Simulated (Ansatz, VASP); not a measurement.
Two plane-wave programs on CrSiB3

```xyz
5
Lattice="3.9052 0.0000 0.0000 0.0000 3.9052 0.0000 0.0000 0.0000 3.9052" Properties=species:S:1:pos:R:3 pbc="T T T"
Cr    1.9526    1.9526    1.9526
Si    0.0000    0.0000    0.0000
B     1.9526    0.0000    1.9526
B     0.0000    1.9526    1.9526
B     1.9526    1.9526    0.0000
```

Change from the starting cell: species swapped into the La3PbC type (Pm-3m, No. 221).

Alike in both runs: functional PBE; k mesh 10 × 10 × 10; occupations gaussian, width 0.1 eV; collinear spin.

Ansatz relaxed the structure, and its values are those at the end. VASP's run is a single point on that final structure, the one shown.

|  | VASP | Ansatz |
| --- | --- | --- |
| version | VASP 6.6.1 | Ansatz 0.2.0 |
| potentials or method | VASP PAW PBE potentials, release 64 (Cr_pv, Si, B), cutoff 520 eV | scalar-relativistic, plane waves, PAW |
| valence electrons in the cell | 25 | 27 |

```tsv
	VASP	Ansatz	Ansatz less VASP
gap on the k mesh at the Fermi level (eV)	none	none	-
pressure (GPa)	-0.3	0.0	+0.25
net moment per atom (μB)	0.00	0.06	+0.063
size of the moment on the site where the two differ most (μB)	0.00	0.26	+0.260
```

Site moments also hang on the region over which each program counts them. A gap of «none» marks a metal or a gap that the smearing closes. VASP's potentials hold 25 valence electrons a cell and Ansatz's 27, so a difference there can come from the potentials and not from the codes.
